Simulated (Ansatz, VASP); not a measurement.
One calculation of Pd, two programs

File INCAR:

```
PREC = Accurate
ENCUT = 520
EDIFF = 1E-7
ISMEAR = -1
SIGMA = 0.05
LREAL = False
LASPH = True
NELM = 100
ALGO = Normal
ISIF = 2
LWAVE = False
LCHARG = False
GGA = PE
NBANDS = 11
```

The input KPOINTS:

```
Automatic mesh
0
Gamma
  18 18 18
```

The input POSCAR:

```
Pd
1.0
    0.0000000000      1.9449000000      1.8865530000
    1.9449000000      0.0000000000      1.8865530000
    1.9449000000      1.9449000000      0.0000000000
Pd
1
Direct
    0.0000000000      0.0000000000      0.0000000000
```

Input for Ansatz:

```yaml
crystal:
  lattice:
    - [0.0, 1.9449, 1.886553]
    - [1.9449, 0.0, 1.886553]
    - [1.9449, 1.9449, 0.0]
  atoms:
    - { symbol: Pd, position: [0.0, 0.0, 0.0] }
kpoints:
  mp_grid: { grid: [18, 18, 18] }
  band_path:
    path:
      - [0.0, 0.0, 0.0]
      - [0.0, 0.5, 0.5]
      - [0.25, 0.75, 0.5]
      - [0.0, 0.5, 0.0]
      - [0.0, 0.0, 0.0]
      - [0.5, 0.5, 0.0]
      - [0.3828515251, 0.6171484749, 0.0]
      - [-0.3828515251, 0.3828515251, 0.0]
      - [0.0, 0.0, 0.0]
    npoints: 5
scf:
  occupations: { method: fermi_dirac, width: 0.05 }
hamiltonian:
  xc: pbe
  pseudopotentials: { kind: all_electron, lapw: { basis_error: 0.00025 } }
output:
  forces: true
  stress: true
  eigenvalues: true
```

Change from the starting cell: zz strain of -3 %.

Alike in both runs: task single point; functional PBE; k mesh 18 × 18 × 18; occupations fermi-dirac, width 0.05 eV; no spin polarisation.

|  | VASP | Ansatz |
| --- | --- | --- |
| version | VASP 6.6.1 | Ansatz 0.2.0 |
| potentials or method | VASP PAW PBE potentials, release 64 (Pd), cutoff 520 eV | all-electron LAPW, scalar-relativistic |

|  | VASP | Ansatz | Ansatz less VASP |
| --- | --- | --- | --- |
| pressure (GPa) | 14.2 | 14.5 | +0.31 |
| traceless stress, the component that is largest in VASP (GPa) | 1.19 | 1.21 | +0.017 |

Ansatz ran all-electron here, and VASP with PAW potentials.
